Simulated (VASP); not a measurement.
Si62C (a cell with a defect): single point with PBE+D3(BJ)

The system is Si62C (a cell with a defect).

```
CELL_PARAMETERS angstrom
10.86000 0.00000 0.00000
0.00000 10.86000 0.00000
0.00000 0.00000 10.86000
ATOMIC_POSITIONS crystal
Si 0.52476 0.97690 0.99295
Si 0.63017 0.12126 0.12124
Si 0.75187 0.25290 0.99819
Si 0.88246 0.38410 0.11372
Si 0.75315 0.00505 0.25936
Si 0.87814 0.13351 0.38462
Si 0.98897 0.99132 0.00729
Si 0.12375 0.12241 0.12604
Si 0.25976 0.24188 0.00301
Si 0.37891 0.37944 0.12760
Si 0.50674 0.51003 0.00332
Si 0.66232 0.65146 0.09369
Si 0.86266 0.86598 0.13592
Si 0.25404 0.99886 0.24799
Si 0.37561 0.12738 0.37346
Si 0.50361 0.24716 0.24553
Si 0.63175 0.37728 0.36395
Si 0.75701 0.50912 0.23746
Si 0.87736 0.62377 0.37809
Si 0.49697 0.00152 0.50086
Si 0.62630 0.12777 0.62418
Si 0.75379 0.26437 0.50972
Si 0.86809 0.39849 0.64962
Si 0.75243 0.99541 0.74567
Si 0.87336 0.12245 0.87671
Si 0.01108 0.50952 0.98735
Si 0.12753 0.62713 0.12534
Si 0.25328 0.75158 0.00223
Si 0.38425 0.87604 0.12365
Si 0.00120 0.25296 0.24857
Si 0.12314 0.37648 0.37889
Si 0.24925 0.49997 0.25259
Si 0.37833 0.62695 0.37112
Si 0.51413 0.74779 0.24104
Si 0.62529 0.87738 0.37801
Si 0.00272 0.99587 0.50376
Si 0.12067 0.12815 0.62844
Si 0.24861 0.24793 0.50045
Si 0.37604 0.37377 0.62177
Si 0.49971 0.49306 0.48938
Si 0.61337 0.62476 0.61531
Si 0.74962 0.74815 0.50084
Si 0.87850 0.86520 0.63164
Si 0.23911 0.99804 0.75659
Si 0.38482 0.11099 0.87864
Si 0.49934 0.24749 0.75111
Si 0.62078 0.37987 0.87722
Si 0.73087 0.54152 0.77642
Si 0.00050 0.74821 0.25235
Si 0.12772 0.87536 0.37408
Si 0.99879 0.49933 0.50907
Si 0.11620 0.62752 0.63898
Si 0.24626 0.74842 0.50321
Si 0.36458 0.88227 0.62457
Si 0.99639 0.25409 0.75499
Si 0.13452 0.37031 0.87795
Si 0.25322 0.49793 0.75010
Si 0.37598 0.62717 0.87446
Si 0.49048 0.75055 0.73824
Si 0.65157 0.83380 0.85577
Si 0.96885 0.72363 0.78742
Si 0.11262 0.86619 0.88185
C 0.75076 0.68764 0.87571
```

```json
{
  "Program": "VASP 6.6.1",
  "Task": "single point",
  "Functional": "PBE",
  "Dispersion": "D3(BJ)",
  "Potentials or basis": "VASP PAW PBE potentials, release 64 (Si, C)",
  "Cutoff": "520 eV",
  "k mesh": "1 × 1 × 1",
  "Occupations": "gaussian, width 0.02 eV",
  "Spin": "no spin polarisation",
  "Dipole correction": "no",
  "Further INCAR settings": "LREAL = Auto; ALGO = Normal; EDIFF = 1e-07; NBANDS = 163"
}
```

```
Pressure                   : -2.5 GPa
Largest force              : 0.019 eV/Å
Dispersion energy per atom : -0.312 eV
```

Forces in eV/Å, atoms in the order of the input:
```
Si   0.000  0.002  0.005
Si   0.002  0.001  0.003
Si   0.001  0.003 -0.001
Si  -0.002 -0.002  0.000
Si  -0.001  0.002 -0.001
Si  -0.002  0.000  0.001
Si  -0.001  0.001 -0.004
Si   0.000  0.000  0.002
Si  -0.002  0.001  0.000
Si   0.000 -0.001  0.000
Si  -0.004 -0.002 -0.004
Si  -0.002 -0.003  0.002
Si   0.001  0.001  0.002
Si   0.002  0.000 -0.001
Si   0.001 -0.001 -0.001
Si   0.000 -0.002 -0.001
Si  -0.003  0.001  0.000
Si   0.002 -0.002  0.003
Si   0.000  0.002 -0.002
Si  -0.004  0.002  0.000
Si   0.000 -0.001  0.001
Si   0.000 -0.001  0.000
Si   0.003 -0.002 -0.001
Si   0.003  0.000  0.000
Si   0.000  0.001  0.000
Si   0.002 -0.003  0.003
Si  -0.001  0.002  0.003
Si   0.002 -0.001  0.002
Si   0.000 -0.003 -0.001
Si   0.001  0.003 -0.001
Si   0.002  0.000 -0.001
Si  -0.004  0.001 -0.002
Si  -0.001 -0.005  0.000
Si  -0.002  0.004  0.006
Si   0.001  0.000  0.000
Si   0.003 -0.002  0.002
Si   0.000 -0.002 -0.003
Si   0.001  0.000  0.000
Si   0.001  0.000  0.001
Si   0.001  0.003  0.005
Si   0.001  0.002  0.001
Si   0.000  0.000  0.000
Si  -0.004 -0.003 -0.001
Si  -0.001 -0.002 -0.002
Si   0.001  0.002 -0.002
Si   0.000 -0.001  0.000
Si   0.003 -0.001  0.001
Si  -0.007 -0.011 -0.009
Si   0.002 -0.002  0.002
Si  -0.001 -0.001 -0.002
Si  -0.002  0.001 -0.002
Si   0.001 -0.005 -0.004
Si  -0.001  0.003  0.000
Si   0.003 -0.001  0.001
Si   0.001 -0.002  0.003
Si   0.002  0.000 -0.002
Si   0.004 -0.002  0.002
Si   0.001  0.003 -0.001
Si  -0.001  0.000  0.001
Si  -0.012  0.012 -0.007
Si   0.005  0.005 -0.005
Si   0.003  0.001  0.003
C    0.002  0.000  0.008
```

Stress tensor (GPa, compression positive):
```
-2.24 -0.34  0.70
-0.34 -2.90  0.35
 0.70  0.35 -2.24
```

Levels at points of the mesh, in eV from the Fermi level:
| k point | band 123 | band 124 | band 125 | band 126 | band 127 | band 128 | band 129 | band 130 |
| --- | --- | --- | --- | --- | --- | --- | --- | --- |
| (0.00, 0.00, 0.00) | -0.64 | -0.44 | -0.35 | -0.11 | 0.13 | 0.35 | 0.56 | 0.68 |

Wall time 9.3 min on 1 thread of Oxide Virtual Turin-like Processor, with other jobs on the host, peak memory 0.99 GiB.

Caveat: the k points lie up to 0.58 Å⁻¹ apart.
